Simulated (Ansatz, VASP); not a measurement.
# HfO2: VASP beside Ansatz

```
Hf O
1.0
     0.00000    2.54881    2.54881
     2.54881    0.00000    2.54881
     2.54881    2.54881    0.00000
Hf O
1 2
Direct
  0.00000 0.00000 0.00000
  0.25000 0.25000 0.25000
  0.75000 0.75000 0.75000
```

Alike in both runs: functional PBE; k mesh 8 × 8 × 8; occupations gaussian, width 0.02 eV; no spin polarisation.

Ansatz relaxed the structure, and its values are those at the end. VASP's run is a single point on that final structure, the one shown.

```csv
,VASP,Ansatz
version,VASP 6.6.1,Ansatz 0.2.0
potentials or method,"VASP PAW PBE potentials, release 64 (Hf_pv, O), cutoff 600 eV","scalar-relativistic, plane waves, PAW"
valence electrons in the cell,22,38
```

|  | VASP | Ansatz | Ansatz less VASP |
| --- | --- | --- | --- |
| gap on the k mesh at the Fermi level (eV) | 3.76 | 3.75 | -0.013 |
| least direct gap on the mesh (eV) | 3.76 | 3.75 | -0.013 |
| pressure (GPa) | -3.9 | 0.0 | +3.86 |

VASP's potentials hold 22 valence electrons a cell and Ansatz's 38, so a difference there can come from the potentials and not from the codes.

Spin-orbit coupling is off throughout.
